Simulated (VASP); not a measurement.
A run of VASP 6.6.1:

The input INCAR:

```
PREC = Accurate
ENCUT = 520
EDIFF = 1E-6
ISMEAR = -1
SIGMA = 0.05
LREAL = F
LASPH = T
NELM = 100
ALGO = Normal
ISIF = 2
LWAVE = F
LCHARG = T
GGA = RP
IVDW = 12
LELF = T
LVHAR = T
NBANDS = 22
```

Contents of KPOINTS:

```
regular mesh
0
Gamma
  11 11 3
```

The input POSCAR:

```
Re
1.0
    2.6767778480      0.0000000000      0.0000000000
   -1.3383889240      2.3181576167      0.0000000000
    0.0000000000      0.0000000000      8.6538235621
Re
4
Direct
    0.6666666667      0.3333333333      0.7500000000
    0.0000000000      0.0000000000      0.5000000000
    0.3333333333      0.6666666667      0.2500000000
    0.0000000000      0.0000000000      0.0000000000
```

Potentials or basis: VASP PAW PBE potentials, release 64 (Re).

Launch:

```bash
$ cat potpaw_PBE.64/Re/POTCAR > POTCAR
$ mpirun -np 1 vasp_std > vasp.out
```

Hardware: 1 thread of Intel(R) Xeon(R) Platinum 8559C (Emerald Rapids), on a shared host.

**Question.** Estimate the wall time of this run.

**Answer.** Run time: 29 s on 1 thread of Intel(R) Xeon(R) Platinum 8559C (Emerald Rapids), with other jobs on the host, peak memory 0.18 GiB. Counts: scf iterations 13, k points 32.
